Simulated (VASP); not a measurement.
# Cd8Se7 (a cell with a defect) in VASP: a series of runs

The runs below take Cd8Se7 (a cell with a defect) through single point, relaxation of the atoms, with PBE.

Everything below comes from runs of VASP 6.6.1. Logs are shortened: lines on timing, memory, paths and dates and some standing lists are left out, and cuts for length are marked.

### 1 The cell of the first run

The cell holds a defect, 15 atoms: a = 8.684 Å, b = 8.684 Å, c = 8.684 Å, α = 60.00°, β = 60.00°, γ = 60.00°.

### 2 Single point, PBE

Input file INCAR:

```
ALGO = Normal
EDIFF = 1E-6
ENCUT = 400
GGA = PE
GGA_COMPAT = F
ISIF = 2
ISMEAR = -1
LASPH = T
LCHARG = F
LREAL = F
LWAVE = F
NBANDS = 82
NELECT = 140.0
NELM = 120
PREC = Accurate
SIGMA = 0.05
```

Input file KPOINTS:

```
k-points
0
Gamma
  2 2 2
```

Input file POSCAR:

```
Cd8Se7
1.0
    0.0000000000      6.1405424000      6.1405424000
    6.1405424000      0.0000000000      6.1405424000
    6.1405424000      6.1405424000      0.0000000000
Cd Se
8 7
Direct
    0.0032945217      0.0032945217      0.0032945217
    0.0032945217      0.0032945217      0.4901164348
    0.0032945217      0.4901164348      0.0032945217
    0.0827858753      0.4724047082      0.4724047082
    0.4901164348      0.0032945217      0.0032945217
    0.4724047082      0.0827858753      0.4724047082
    0.4724047082      0.4724047082      0.0827858753
    0.4724047082      0.4724047082      0.4724047082
    0.3821098157      0.3821098157      0.8678901843
    0.3821098157      0.8678901843      0.3821098157
    0.3821098157      0.8678901843      0.8678901843
    0.8678901843      0.3821098157      0.3821098157
    0.8678901843      0.3821098157      0.8678901843
    0.8678901843      0.8678901843      0.3821098157
    0.8750000000      0.8750000000      0.8750000000
```

Potentials or basis: VASP PAW PBE potentials, release 64 (Cd, Se).

On the command line:

```bash
$ cat potpaw_PBE.64/Cd/POTCAR potpaw_PBE.64/Se/POTCAR > POTCAR
$ mpirun -np 1 vasp_std > vasp.out
```

OUTCAR:

```text
EDIFF = 1E-6
   ENCUT = 400
   GGA = PE
   ISIF = 2
   ISMEAR = -1
   LASPH = T
   LREAL = F
   NELECT = 140.0
   NELM = 120
   PREC = Accurate

 ion  position               nearest neighbor table
   1  0.003  0.003  0.003-  11 2.69  13 2.69  14 2.69  15 2.73
   2  0.003  0.003  0.490-  14 2.69  12 2.69  10 2.69  15 2.73
   3  0.003  0.490  0.003-  13 2.69  12 2.69   9 2.69  15 2.73
   4  0.083  0.472  0.472-  12 2.87  13 2.87  14 2.87   6 3.38   7 3.38   8 3.38
   5  0.490  0.003  0.003-  11 2.69  10 2.69   9 2.69  15 2.73
   6  0.472  0.083  0.472-  10 2.87  11 2.87  14 2.87   4 3.38   7 3.38   8 3.38
   7  0.472  0.472  0.083-   9 2.87  11 2.87  13 2.87   4 3.38   6 3.38   8 3.38
   8  0.472  0.472  0.472-   9 2.87  10 2.87  12 2.87   4 3.38   6 3.38   7 3.38
   9  0.382  0.382  0.868-   3 2.69   5 2.69   7 2.87   8 2.87
  10  0.382  0.868  0.382-   2 2.69   5 2.69   6 2.87   8 2.87
  11  0.382  0.868  0.868-   5 2.69   1 2.69   6 2.87   7 2.87
  12  0.868  0.382  0.382-   2 2.69   3 2.69   4 2.87   8 2.87
  13  0.868  0.382  0.868-   3 2.69   1 2.69   4 2.87   7 2.87
  14  0.868  0.868  0.382-   2 2.69   1 2.69   4 2.87   6 2.87
  15  0.875  0.875  0.875-   1 2.73   2 2.73   3 2.73   5 2.73

  LATTYP: Found a face centered cubic cell.
 ALAT       =    12.2810848000

  Lattice vectors:

 A1 = (   0.0000000000,   6.1405424000,   6.1405424000)
 A2 = (   6.1405424000,   0.0000000000,   6.1405424000)
 A3 = (   6.1405424000,   6.1405424000,   0.0000000000)

Analysis of symmetry for initial positions (statically):
=====================================================================
 Subroutine PRICEL returns:
 Original cell was already a primitive cell.

 Routine SETGRP: Setting up the symmetry group for a
 face centered cubic supercell.

 Subroutine GETGRP returns: Found 24 space group operations
 (whereof  6 operations were pure point group operations)
 out of a pool of 48 trial point group operations.

The static configuration has the point symmetry C_3v.
 The point group associated with its full space group is T_d .

Analysis of symmetry for dynamics (positions and initial velocities):
=====================================================================
 Subroutine PRICEL returns:
 Original cell was already a primitive cell.

 Routine SETGRP: Setting up the symmetry group for a
 face centered cubic supercell.

 Subroutine GETGRP returns: Found 24 space group operations
 (whereof  6 operations were pure point group operations)
 out of a pool of 48 trial point group operations.

The dynamic configuration has the point symmetry C_3v.
 The point group associated with its full space group is T_d .

 Subroutine INISYM returns: Found 24 space group operations
 (whereof  6 operations are pure point group operations),
 and found     1 'primitive' translations

----------------------------------------------------------------------------------------

                                     Primitive cell

  volume of cell :     463.0738

  direct lattice vectors                    reciprocal lattice vectors
     0.000000000  6.140542400  6.140542400    -0.081426032  0.081426032  0.081426032
     6.140542400  0.000000000  6.140542400     0.081426032 -0.081426032  0.081426032
     6.140542400  6.140542400  0.000000000     0.081426032  0.081426032 -0.081426032

  length of vectors
     8.684038342  8.684038342  8.684038342     0.141034024  0.141034024  0.141034024

  position of ions in fractional coordinates (direct lattice)
     0.003294522  0.003294522  0.003294522
     0.003294522  0.003294522  0.490116435
     0.003294522  0.490116435  0.003294522
     0.082785875  0.472404708  0.472404708
     0.490116435  0.003294522  0.003294522
     0.472404708  0.082785875  0.472404708
     0.472404708  0.472404708  0.082785875
     0.472404708  0.472404708  0.472404708
     0.382109816  0.382109816  0.867890184
     0.382109816  0.867890184  0.382109816
     0.382109816  0.867890184  0.867890184
     0.867890184  0.382109816  0.382109816
     0.867890184  0.382109816  0.867890184
     0.867890184  0.867890184  0.382109816
     0.875000000  0.875000000  0.875000000

  ion indices of the primitive-cell ions
   primitive index   ion index
                 1           1
                 2           2
                 3           3
                 4           4
                 5           5
                 6           6
                 7           7
                 8           8
                 9           9
                10          10
                11          11
                12          12
                13          13
                14          14
                15          15

----------------------------------------------------------------------------------------

 KPOINTS: k-points

Automatic generation of k-mesh.
 Grid dimensions read from file:
 generate k-points for:    2    2    2

 Generating k-lattice:

  Cartesian coordinates                     Fractional coordinates (reciprocal lattice)
    -0.040713016  0.040713016  0.040713016     0.500000000  0.000000000  0.000000000
     0.040713016 -0.040713016  0.040713016     0.000000000  0.500000000  0.000000000
     0.040713016  0.040713016 -0.040713016     0.000000000  0.000000000  0.500000000

  Length of vectors
     0.070517012  0.070517012  0.070517012

  Shift w.r.t. Gamma in fractional coordinates (k-lattice)
     0.000000000  0.000000000  0.000000000

 Subroutine IBZKPT returns following result:
 ===========================================

 Found      3 irreducible k-points:

 Following reciprocal coordinates:
            Coordinates               Weight
  0.000000  0.000000  0.000000      1.000000
  0.500000  0.000000  0.000000      4.000000
  0.500000  0.500000  0.000000      3.000000
   k-points           NKPTS =      3   k-points in BZ     NKDIM =      3   number of bands    NBANDS=     82
   number of dos      NEDOS =    301   number of ions     NIONS =     15
   total plane-waves  NPLWV = 216000
   dimension x,y,z NGX =    60 NGY =   60 NGZ =   60
   dimension x,y,z NGXF=   120 NGYF=  120 NGZF=  120
   ions per type =               8   7
   NGX,Y,Z   is equivalent  to a cutoff of  11.49, 11.49, 11.49 a.u.
   NGXF,Y,Z  is equivalent  to a cutoff of  22.97, 22.97, 22.97 a.u.
 SYSTEM =  unknown system
   PREC   = accura    normal or accurate (medium, high low for compatibility)
   ISTART =      0    job   : 0-new  1-cont  2-samecut
   ICHARG =      2    charge: 1-file 2-atom 10-const
   ISPIN  =      1    spin polarized calculation?
   LNONCOLLINEAR =      F non collinear calculations
   LSORBIT =      F    spin-orbit coupling
   LASPH  =      T    aspherical Exc in radial PAW
   ENCUT  =  400.0 eV  29.40 Ry    5.42 a.u.  14.16 14.16 14.16*2*pi/ulx,y,z
   NELM   =    120;   NELMIN=  2; NELMDL= -5     # of ELM steps
   EDIFF  = 0.1E-05   stopping-criterion for ELM
   LREAL  =      F    real-space projection
   EDIFFG = 0.1E-04   stopping-criterion for IOM
   NSW    =      0    number of steps for IOM
   IBRION =     -1    ionic relax: 0-MD 1-quasi-New 2-CG
   NFREE  =      0    steps in history (QN), initial steepest desc. (CG)
   ISIF   =      2    stress and relaxation
   ISYM   =      2    0-nonsym 1-usesym 2-fastsym
   POTIM  = 0.5000    time-step for ionic-motion
   TEBEG  =    0.0;   TEEND  =   0.0 temperature during run
   PSTRESS=    0.0 pullay stress
   NELECT =     140.0000    total number of electrons
   NUPDOWN=      -1.0000    fix difference up-down
   EMIN   =  10.00;   EMAX   =-10.00  energy-range for DOS
   EFERMI =   0.00;   METHOD = LEGACY
   ISMEAR =    -1;   SIGMA  =   0.05  broadening in eV -4-tet -1-fermi 0-gaus
   EFERMI_NEDOS =   21; number of points for ismear=-14 and -15
   IALGO  =     38    algorithm
   IMIX   =      4    mixing-type and parameters
     AMIX     =   0.40;   BMIX     =  1.00
     AMIX_MAG =   1.60;   BMIX_MAG =  1.00
  volume/ion in A,a.u.               =      30.87       208.33
  Fermi-wavevector in a.u.,A,eV,Ry     =   1.098755  2.076345 16.425798  1.207262
  Thomas-Fermi vector in A             =   2.235138
   LORBIT       =      0    0 simple, 1 ext, 2 COOP (PROOUT), +10 PAW based schemes
   GGA     = PE    functional components
   LHFCALC =     F    Hartree Fock is set to
   AEXX    =    0.0000 exact exchange contribution
   IVDW    =     0    specifies the selected vdW correction
   LEPSILON=     F    determine dielectric tensor
   LRPA    =     F    only Hartree local field effects (RPA)
 non-spin polarized calculation
  energy-cutoff  :      400.00
  volume of cell :      463.07
 maximum number of plane-waves:      8424
 NGX is ok and might be reduce to    60
   NGX = 29   NGY = 29   NGZ = 29

 number of electron     139.9999981 magnetization

 Free energy of the ion-electron system (eV)
  ---------------------------------------------------
  ext. energy  EPLUGINS =         0.00000000
  ---------------------------------------------------
  free energy    TOTEN  =       -35.00279926 eV

  energy without entropy =      -35.00126341  energy(sigma->0) =      -35.00203134

 E-fermi :   1.8878     XC(G=0):  -8.7257

 val. band max:        1.6547170342   @ k =   0.0000   0.0000   0.0000
 cond. band min:       2.2109563134   @ k =   0.5000   0.5000   0.0000
 fundamental gap:      0.5562392792
 Fermi energy:         1.8878373182

 k-point     1 :       0.0000    0.0000    0.0000
  band No.  band energies     occupation
      1     -11.7833      2.00000
      2     -11.4641      2.00000
      3     -11.4641      2.00000
      4     -11.4641      2.00000
      5     -11.4336      2.00000
      6     -11.3507      2.00000
[... 74 lines left out ...]
     81       4.2303      0.00000
     82       4.2303      0.00000

 k-point     2 :       0.5000    0.0000    0.0000
  band No.  band energies     occupation
      1     -11.6531      2.00000
      2     -11.5904      2.00000
      3     -11.4375      2.00000
      4     -11.4105      2.00000
      5     -11.4105      2.00000
      6     -11.4070      2.00000
[... 74 lines left out ...]
     81       5.3269      0.00000
     82       5.3269      0.00000

 k-point     3 :       0.5000    0.5000    0.0000
  band No.  band energies     occupation
      1     -11.5864      2.00000
      2     -11.5727      2.00000
      3     -11.4679      2.00000
      4     -11.4669      2.00000
      5     -11.4669      2.00000
      6     -11.4058      2.00000
[... 74 lines left out ...]
     81       5.1581      0.00000
     82       5.7313      0.00000

------------------------ aborting loop because EDIFF is reached ----------------------------------------

  FORCE on cell =-STRESS in cart. coord.  units (eV):
  Direction    XX          YY          ZZ          XY          YZ          ZX
  --------------------------------------------------------------------------------------
  -------------------------------------------------------------------------------------
  Total        5.8122069      5.8122069      5.8122069     -0.0000000     -0.0000000      0.0000000
  in kB       20.1095082     20.1095082     20.1095082     -0.0000000     -0.0000000      0.0000000
  external PRESSURE =      20.1095082 kB  Pullay stress =       0.0000000 kB

 VOLUME and BASIS-vectors are now :
 -----------------------------------------------------------------------------
  energy-cutoff  :      400.00
  volume of cell :      463.07
      direct lattice vectors                 reciprocal lattice vectors
     0.000000000  6.140542400  6.140542400    -0.081426032  0.081426032  0.081426032
     6.140542400  0.000000000  6.140542400     0.081426032 -0.081426032  0.081426032
     6.140542400  6.140542400  0.000000000     0.081426032  0.081426032 -0.081426032

 POSITION                                       TOTAL-FORCE (eV/Angst)
 -----------------------------------------------------------------------------------
      0.04046      0.04046      0.04046        -0.001099     -0.001099     -0.001099
      3.02981      3.02981      0.04046         0.001099      0.001099     -0.001099
      3.02981      0.04046      3.02981         0.001099     -0.001099      0.001099
      5.80164      3.40917      3.40917        -0.031514      0.031514      0.031514
      0.04046      3.02981      3.02981        -0.001099      0.001099      0.001099
      3.40917      5.80164      3.40917         0.031514     -0.031514      0.031514
      3.40917      3.40917      5.80164         0.031514      0.031514     -0.031514
      5.80164      5.80164      5.80164        -0.031514     -0.031514     -0.031514
      7.67568      7.67568      4.69272         0.000000      0.000000      0.034484
      7.67568      4.69272      7.67568         0.000000      0.034484      0.000000
     10.65863      7.67568      7.67568        -0.034484      0.000000      0.000000
      4.69272      7.67568      7.67568         0.034484      0.000000      0.000000
      7.67568     10.65863      7.67568         0.000000     -0.034484      0.000000
      7.67568      7.67568     10.65863         0.000000      0.000000     -0.034484
     10.74595     10.74595     10.74595         0.000000      0.000000      0.000000
 -----------------------------------------------------------------------------------
    total drift:                                0.000001      0.000001      0.000001

  FREE ENERGIE OF THE ION-ELECTRON SYSTEM (eV)
  ---------------------------------------------------
  free  energy   TOTEN  =       -35.0027992624 eV

  energy  without entropy=      -35.0012634149  energy(sigma->0) =      -35.00203134
```

It took 2.2 min on 1 thread of Intel Xeon 6975P-C (Granite Rapids), shared host; peak memory 0.45 GiB.

Results:

* Free energy: -35.0028 eV
* Largest force: 0.055 eV/Å

Forces on the atoms (eV/Å):
```
Cd  -0.001 -0.001 -0.001
Cd   0.001  0.001 -0.001
Cd   0.001 -0.001  0.001
Cd  -0.032  0.032  0.032
Cd  -0.001  0.001  0.001
Cd   0.032 -0.032  0.032
Cd   0.032  0.032 -0.032
Cd  -0.032 -0.032 -0.032
Se   0.000  0.000  0.034
Se   0.000  0.034  0.000
Se  -0.034  0.000  0.000
Se   0.034  0.000  0.000
Se   0.000 -0.034  0.000
Se   0.000  0.000 -0.034
Se   0.000  0.000  0.000
```

Caveat: the k points lie up to 0.44 Å⁻¹ apart; the cell carries a net charge on a neutralising background, which shifts energy and pressure; the cell is charged against a uniform background, so pressure and absolute levels hang on convention.

### 3 Relaxation of the atoms, PBE

Input file INCAR:

```
SYSTEM = Cd8Se7
ALGO = Normal
EDIFF = 1E-7
EDIFFG = -0.05
ENCUT = 450
GGA = PE
GGA_COMPAT = .False.
IBRION = 2
ISIF = 2
ISMEAR = -1
LASPH = .True.
LCHARG = .False.
LREAL = .False.
LWAVE = .False.
NELECT = 140.0
NELM = 120
NELMIN = 4
NSW = 45
PREC = Accurate
SIGMA = 0.05
```

Input file KPOINTS:

```
k-points
0
Gamma
  2 2 2
  0 0 0
```

Input file POSCAR:

```
Cd8Se7
1.0
    0.0000000000      6.1405424000      6.1405424000
    6.1405424000      0.0000000000      6.1405424000
    6.1405424000      6.1405424000      0.0000000000
Cd Se
8 7
Direct
    0.0000000000      0.0000000000      0.0000000000
    0.0000000000      0.0000000000      0.5000000000
    0.0000000000      0.5000000000      0.0000000000
    0.0000000000      0.5000000000      0.5000000000
    0.5000000000      0.0000000000      0.0000000000
    0.5000000000      0.0000000000      0.5000000000
    0.5000000000      0.5000000000      0.0000000000
    0.5000000000      0.5000000000      0.5000000000
    0.3750000000      0.3750000000      0.8750000000
    0.3750000000      0.8750000000      0.3750000000
    0.3750000000      0.8750000000      0.8750000000
    0.8750000000      0.3750000000      0.3750000000
    0.8750000000      0.3750000000      0.8750000000
    0.8750000000      0.8750000000      0.3750000000
    0.8750000000      0.8750000000      0.8750000000
```

Potentials or basis: VASP PAW PBE potentials, release 64 (Cd, Se).

On the command line:

```bash
$ cat potpaw_PBE.64/Cd/POTCAR potpaw_PBE.64/Se/POTCAR > POTCAR
$ mpirun -np 1 vasp_std > vasp.out
```

Run time: 15 min. Hardware: 1 thread of Intel Xeon 6975P-C (Granite Rapids), shared host; peak memory 0.53 GiB.

Results (log left out):

```yaml
Free_energy: -35.0168 eV
Energy_gained_by_relaxing: 121.0 meV/atom
Ionic_steps: 9
Largest_force_after_relaxing: 0.022 eV/Å
```

Forces in eV/Å, atoms in the order of the input:
```
Cd  -0.012 -0.012 -0.012
Cd   0.012  0.012 -0.012
Cd   0.012 -0.012  0.012
Cd   0.004 -0.004 -0.004
Cd  -0.012  0.012  0.012
Cd  -0.004  0.004 -0.004
Cd  -0.004 -0.004  0.004
Cd   0.004  0.004  0.004
Se   0.000  0.000  0.012
Se   0.000  0.012  0.000
Se  -0.012  0.000  0.000
Se   0.012  0.000  0.000
Se   0.000 -0.012  0.000
Se   0.000  0.000 -0.012
Se   0.000  0.000  0.000
```

The path:
```csv
step,energy change (eV),largest force (eV/Å),pressure (GPa)
1,0.0000,1.2670,6.39
2,-0.2995,1.1649,5.94
3,-1.0193,0.8120,4.73
4,-1.5042,0.8176,3.17
5,-1.5247,0.7561,3.35
6,-1.7755,0.2083,2.29
7,-1.7801,0.1877,2.14
8,-1.8104,0.0695,2.13
9,-1.8145,0.0216,2.14
```

Final structure:
```cif
data_structure
_symmetry_space_group_name_H-M 'P 1'
_symmetry_Int_Tables_number 1
_cell_length_a 8.6840
_cell_length_b 8.6840
_cell_length_c 8.6840
_cell_angle_alpha 60.000
_cell_angle_beta 60.000
_cell_angle_gamma 60.000
_cell_volume 463.07
loop_
_atom_site_label
_atom_site_type_symbol
_atom_site_fract_x
_atom_site_fract_y
_atom_site_fract_z
_atom_site_occupancy
Cd1 Cd 0.00354 0.00354 0.00354 1
Cd2 Cd 0.00354 0.00354 0.48938 1
Cd3 Cd 0.00354 0.48938 0.00354 1
Cd4 Cd 0.08542 0.47153 0.47153 1
Cd5 Cd 0.48938 0.00354 0.00354 1
Cd6 Cd 0.47153 0.08542 0.47153 1
Cd7 Cd 0.47153 0.47153 0.08542 1
Cd8 Cd 0.47153 0.47153 0.47153 1
Se1 Se 0.38260 0.38260 0.86740 1
Se2 Se 0.38260 0.86740 0.38260 1
Se3 Se 0.38260 0.86740 0.86740 1
Se4 Se 0.86740 0.38260 0.38260 1
Se5 Se 0.86740 0.38260 0.86740 1
Se6 Se 0.86740 0.86740 0.38260 1
Se7 Se 0.87500 0.87500 0.87500 1
```

Levels at points of the mesh, in eV from the Fermi level:
```tsv
k point	band 68	band 69	band 70	band 71	band 72	band 73
(0.00, 0.00, 0.00)	-1.68	-1.68	-0.21	0.85	0.85	0.85
(0.50, 0.00, 0.00)	-1.81	-1.81	-1.17	0.72	0.72	1.12
(0.50, 0.50, 0.00)	-2.12	-2.02	-1.26	0.30	0.30	1.79
```

Caveat: the k points lie up to 0.44 Å⁻¹ apart; the cell carries a net charge on a neutralising background, which shifts energy and pressure; the cell is charged against a uniform background, so pressure and absolute levels hang on convention; the relaxation stopped at a loose force limit of 0.05 eV/Å, so its end isn't a converged minimum.
